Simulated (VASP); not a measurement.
Input of a VASP 6.6.1 run:

INCAR

```
PREC     = Accurate       # precision mode
ENCUT    = 520            # plane-wave cutoff, eV
EDIFF    = 1E-6           # SCF threshold, eV
ISMEAR   = 0              # smearing method
SIGMA    = 0.05           # smearing width, eV
LREAL    = False          # projectors in reciprocal space
LASPH    = True           # aspherical terms in the spheres
NELM     = 100            # most SCF steps
ALGO     = Normal         # electronic algorithm
ISIF     = 2              # what is computed and relaxed
LWAVE    = False          # write WAVECAR
LCHARG   = False          # write CHGCAR
GGA      = PE             # functional
NBANDS   = 12             # bands
```

File KPOINTS:

```
regular mesh
0
Gamma
  14 14 14
```

POSCAR

```
Sc
1.0
    2.6460233746      0.0000000000      0.0000000000
    0.0000000000      2.6460233746      0.0000000000
    0.0000000000      0.0000000000      2.6460233746
Sc
1
Direct
    0.0000000000      0.0000000000      0.0000000000
```

Potentials or basis: VASP PAW PBE potentials, release 64 (Sc_sv).

Launch:

```console
$ cat potpaw_PBE.64/Sc_sv/POTCAR > POTCAR
$ mpirun -np 1 vasp_std > vasp.out
```

Question: Predict the band gap on the k mesh.

Answer: Zero (an odd number of electrons rules out a gap without spin polarisation).

Question: Predict the pressure.

Answer: 20.2 GPa.

Caveat: the cell stands under pressure.
